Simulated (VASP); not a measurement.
A run of VASP 6.6.1:

The input INCAR:

```
SYSTEM = HfO2
PREC     = Accurate       ! precision mode
ENCUT    = 520            ! plane-wave cutoff, eV
EDIFF    = 1E-7           ! SCF threshold, eV
ISMEAR   = 0              ! smearing method
SIGMA    = 0.02           ! smearing width, eV
LREAL    = .FALSE.        ! projectors in reciprocal space
LASPH    = .TRUE.         ! aspherical terms in the spheres
NELM     = 80             ! most SCF steps
ALGO     = Normal         ! electronic algorithm
ISIF     = 2              ! what is computed and relaxed
LWAVE    = .FALSE.        ! write WAVECAR
LCHARG   = .FALSE.        ! write CHGCAR
GGA      = PE             ! functional
NBANDS   = 18             ! bands
```

KPOINTS

```
Automatic mesh
0
G
  8 8 8
  0 0 0
```

File POSCAR:

```
HfO2
1.0
    0.0000000000      2.5488057648      2.5488057648
    2.5488057648      0.0000000000      2.5488057648
    2.5488057648      2.5488057648      0.0000000000
Hf O
1 2
Direct
    0.0000000000      0.0000000000      0.0000000000
    0.2500000000      0.2500000000      0.2500000000
    0.7500000000      0.7500000000      0.7500000000
```

Potentials or basis: VASP PAW PBE potentials, release 64 (Hf_pv, O).

Run with:

```bash
$ cat potpaw_PBE.64/Hf_pv/POTCAR potpaw_PBE.64/O/POTCAR > POTCAR
$ mpirun -np 1 vasp_std > vasp.out
```

Hardware: 1 thread of Intel(R) Xeon(R) Platinum 8488C (Sapphire Rapids), with other jobs on the host.

How long does it take, and how much memory?

Run time: 15 s on 1 thread of Intel(R) Xeon(R) Platinum 8488C (Sapphire Rapids), on a shared host, peak memory 0.16 GiB. Counts: scf iterations 15, k points 29.
